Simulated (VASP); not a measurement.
# Bi2Te3 (R3m) in VASP: further runs, part 2 of 2

VASP 6.6.1. The steps go on from the part before.

## 3. Single point, PBEsol

File INCAR:

```
PREC = Accurate ; ENCUT = 500
EDIFF = 1E-6 ; ISMEAR = -1
SIGMA = 0.05 ; LREAL = False
LASPH = True ; NELM = 120
ALGO = Normal ; ISIF = 2
LWAVE = False ; LCHARG = False
GGA = PS ; NBANDS = 32
GGA_COMPAT = False
```

File KPOINTS:

```
Automatic mesh
0
Gamma
  4 4 4
```

File POSCAR:

```
Bi2Te3
1.0
    2.2085000000      1.2750780695      9.9466666667
   -2.2085000000      1.2750780695      9.9466666667
    0.0000000000     -2.5501561390      9.9466666667
Bi Te
2 3
Direct
    0.1880000000      0.1880000000      0.1880000000
    0.5980003333      0.5980003333      0.5980003333
    0.3890003333      0.3890003333      0.3890003333
    0.7999996667      0.7999996667      0.7999996667
    0.0000000000      0.0000000000      0.0000000000
```

Potentials or basis: VASP PAW PBE potentials, release 64 (Bi_d, Te).

Command:

```sh
> cat potpaw_PBE.64/Bi_d/POTCAR potpaw_PBE.64/Te/POTCAR > POTCAR
> mpirun -np 1 vasp_std > vasp.out
```

OUTCAR:

```text
PREC = Accurate
   ENCUT = 500
   EDIFF = 1E-6
   ISMEAR = -1
   LREAL = False
   LASPH = True
   NELM = 120
   ISIF = 2
   GGA = PS

 ion  position               nearest neighbor table
   1  0.188  0.188  0.188-   4 3.03   4 3.03   4 3.03   2 3.43   2 3.43   2 3.43
   2  0.598  0.598  0.598-   5 3.27   5 3.27   5 3.27   1 3.43   1 3.43   1 3.43
   3  0.389  0.389  0.389-   5 3.04   5 3.04   5 3.04   4 3.45   4 3.45   4 3.45
   4  0.800  0.800  0.800-   1 3.03   1 3.03   1 3.03   3 3.45   3 3.45   3 3.45
   5  0.000  0.000  0.000-   3 3.04   3 3.04   3 3.04   2 3.27   2 3.27   2 3.27

  LATTYP: Found a trigonal (rhomboedric) cell.
 ALAT       =    10.2683725152
 COS(alpha) =     0.9074829936

  Lattice vectors:

 A1 = (   2.2085000000,   1.2750780695,   9.9466666667)
 A2 = (  -2.2085000000,   1.2750780695,   9.9466666667)
 A3 = (   0.0000000000,  -2.5501561390,   9.9466666667)

Analysis of symmetry for initial positions (statically):
=====================================================================
 Subroutine PRICEL returns:
 Original cell was already a primitive cell.
[... 163 lines left out ...]

 E-fermi :   6.2276     XC(G=0):  -9.5593

 val. band max:        6.2232417877   @ k =   0.5000   0.2500   0.2500
 cond. band min:       6.2529180619   @ k =  -0.2500   0.2500   0.0000
 fundamental gap:      0.0296762743
 Fermi energy:         6.2276274305

 k-point     1 :       0.0000    0.0000    0.0000
  band No.  band energies     occupation
      1     -16.7762      2.00000
      2     -16.7762      2.00000
      3     -16.7416      2.00000
      4     -16.7416      2.00000
      5     -16.7313      2.00000
      6     -16.1650      2.00000
[... 444 lines left out ...]
     31      10.8079      0.00000
     32      11.4384      0.00000

------------------------ aborting loop because EDIFF is reached ----------------------------------------

  FORCE on cell =-STRESS in cart. coord.  units (eV):
  Direction    XX          YY          ZZ          XY          YZ          ZX
  --------------------------------------------------------------------------------------
  -------------------------------------------------------------------------------------
  Total       -0.7792507     -0.7792507     -1.2663773      0.0000000      0.0000000      0.0000000
  in kB       -7.4289050     -7.4289050    -12.0728747      0.0000000      0.0000000      0.0000000
  external PRESSURE =      -8.9768949 kB  Pullay stress =       0.0000000 kB

 VOLUME and BASIS-vectors are now :
 -----------------------------------------------------------------------------
  energy-cutoff  :      500.00
  volume of cell :      168.06
      direct lattice vectors                 reciprocal lattice vectors
     2.208500000  1.275078069  9.946666667     0.226398008  0.130710951  0.033512064
    -2.208500000  1.275078069  9.946666667    -0.226398008  0.130710951  0.033512064
     0.000000000 -2.550156139  9.946666667     0.000000000 -0.261421901  0.033512064

 POSITION                                       TOTAL-FORCE (eV/Angst)
 -----------------------------------------------------------------------------------
      0.00000      0.00000      5.60992         0.000000     -0.000000      0.832620
      0.00000      0.00000     17.84433         0.000000      0.000000      0.512181
      0.00000      0.00000     11.60777         0.000000     -0.000000      0.873061
      0.00000      0.00000     23.87199         0.000000      0.000000     -0.829900
      0.00000      0.00000      0.00000         0.000000      0.000000     -1.387962
 -----------------------------------------------------------------------------------
    total drift:                               -0.000000      0.000000      0.000145

  FREE ENERGIE OF THE ION-ELECTRON SYSTEM (eV)
  ---------------------------------------------------
  free  energy   TOTEN  =       -18.9160927252 eV

  energy  without entropy=      -18.8902277073  energy(sigma->0) =      -18.90316022
```

OSZICAR:

```text
N       E                     dE             d eps       ncg     rms          rms(c)
DAV:   1     0.425304024449E+03    0.42530E+03   -0.21123E+04   832   0.141E+03
DAV:   2     0.241772916286E+02   -0.40113E+03   -0.38393E+03   888   0.369E+02
DAV:   3    -0.172051121889E+02   -0.41382E+02   -0.39842E+02  1080   0.133E+02
DAV:   4    -0.189192249105E+02   -0.17141E+01   -0.17065E+01   936   0.295E+01
DAV:   5    -0.189878503747E+02   -0.68625E-01   -0.68614E-01  1256   0.576E+00    0.132E+01
DAV:   6    -0.189176001682E+02    0.70250E-01   -0.85178E-02  1000   0.595E+00    0.830E+00
DAV:   7    -0.189180902732E+02   -0.49011E-03   -0.84902E-02  1008   0.205E+00    0.665E-01
DAV:   8    -0.189164317449E+02    0.16585E-02   -0.80049E-03   968   0.740E-01    0.433E-01
DAV:   9    -0.189161987622E+02    0.23298E-03   -0.18297E-03   936   0.310E-01    0.254E-01
DAV:  10    -0.189160905027E+02    0.10826E-03   -0.52916E-04  1048   0.214E-01    0.890E-02
DAV:  11    -0.189160969813E+02   -0.64786E-05   -0.10006E-04  1048   0.536E-02    0.232E-02
DAV:  12    -0.189160943882E+02    0.25931E-05   -0.99167E-06  1056   0.235E-02    0.144E-02
DAV:  13    -0.189160930004E+02    0.13878E-05   -0.25447E-06   776   0.129E-02    0.773E-03
DAV:  14    -0.189160927252E+02    0.27529E-06   -0.67498E-07   488   0.485E-03
   1 F= -.18916093E+02 E0= -.18903160E+02  d E =-.258650E-01
```

It took 6.4 min on 1 thread of Intel Xeon Platinum 8559C (Emerald Rapids), shared host; peak memory 0.89 GiB.

What came out:

* Free energy: -18.9161 eV
* Pressure: -0.9 GPa
* Largest force: 1.388 eV/Å
* Band gap on the k mesh: zero (bands 24 and 25 overlap by 0.11 eV)

Forces in eV/Å, atoms in the order of the input:
```
Bi   0.000  0.000  0.833
Bi   0.000  0.000  0.512
Te   0.000  0.000  0.873
Te   0.000  0.000 -0.830
Te   0.000  0.000 -1.388
```

Caveat: the k points lie up to 0.41 Å⁻¹ apart; the PAW data sets were made with another functional, which shifts forces and pressure a little; spin-orbit coupling is left out, which moves the levels of the heavy elements.
